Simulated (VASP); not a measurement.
TiO2: single point with PBE

The system is TiO2.

```
CELL_PARAMETERS angstrom
4.57867 0.00000 0.00000
0.00000 5.57352 0.00000
0.00000 0.00000 4.92349
ATOMIC_POSITIONS crystal
Ti 0.00000 0.17743 0.75000
Ti 0.50000 0.32257 0.25000
Ti 0.00000 0.82257 0.25000
Ti 0.50000 0.67743 0.75000
O 0.27109 0.38049 0.91901
O 0.77109 0.11951 0.08099
O 0.22891 0.11951 0.41901
O 0.72891 0.38049 0.58099
O 0.27109 0.61951 0.41901
O 0.77109 0.88049 0.58099
O 0.22891 0.88049 0.91901
O 0.72891 0.61951 0.08099
```

```
Program             : VASP 6.6.1
Task                : single point
Functional          : PBE
Potentials or basis : VASP PAW PBE potentials, release 64 (Ti_sv, O)
Cutoff              : 520 eV
k mesh              : 6 × 5 × 6
Occupations         : fermi-dirac, width 0.05 eV
Spin                : no spin polarisation
```

| Property | Result |
| --- | --- |
| Pressure | 0.7 GPa |
| Largest force | 0.043 eV/Å |
| Band gap on the k mesh | 2.60 eV (least direct gap 2.64 eV) |

Forces in eV/Å, atoms in the order of the input:
```
Ti   0.000 -0.043  0.000
Ti   0.000  0.043  0.000
Ti   0.000  0.043  0.000
Ti   0.000 -0.043  0.000
O    0.017  0.033  0.002
O    0.017 -0.033 -0.002
O   -0.017 -0.033  0.002
O   -0.017  0.033 -0.002
O    0.017 -0.033  0.002
O    0.017  0.033 -0.002
O   -0.017  0.033  0.002
O   -0.017 -0.033 -0.002
```

Stress tensor (GPa, compression positive):
```
0.77 0.00 0.00
0.00 0.64 0.00
0.00 0.00 0.79
```

Levels at points of the mesh, in eV from the valence-band top:
| k point | band 44 | band 45 | band 46 | band 47 | band 48 | band 49 | band 50 | band 51 | band 52 | band 53 |
| --- | --- | --- | --- | --- | --- | --- | --- | --- | --- | --- |
| (0.00, 0.00, 0.00) | -0.60 | -0.49 | -0.42 | -0.01 | 0.00 | 2.64 | 2.66 | 2.78 | 2.82 | 2.90 |
| (0.50, 0.00, 0.00) | -1.20 | -0.51 | -0.51 | -0.23 | -0.23 | 3.09 | 3.09 | 3.22 | 3.22 | 3.54 |
| (0.00, 0.00, 0.50) | -1.06 | -0.38 | -0.38 | -0.28 | -0.28 | 2.60 | 2.60 | 3.02 | 3.02 | 3.58 |
| (0.50, 0.00, 0.50) | -1.23 | -0.50 | -0.50 | -0.50 | -0.50 | 2.96 | 2.96 | 2.96 | 2.96 | 3.52 |

It took 8.5 min on 1 thread of Intel Xeon 8259CL, on a shared host, peak memory 0.39 GiB.

Caveat: an odd mesh through Γ misses points on the zone boundary, where band edges can lie.
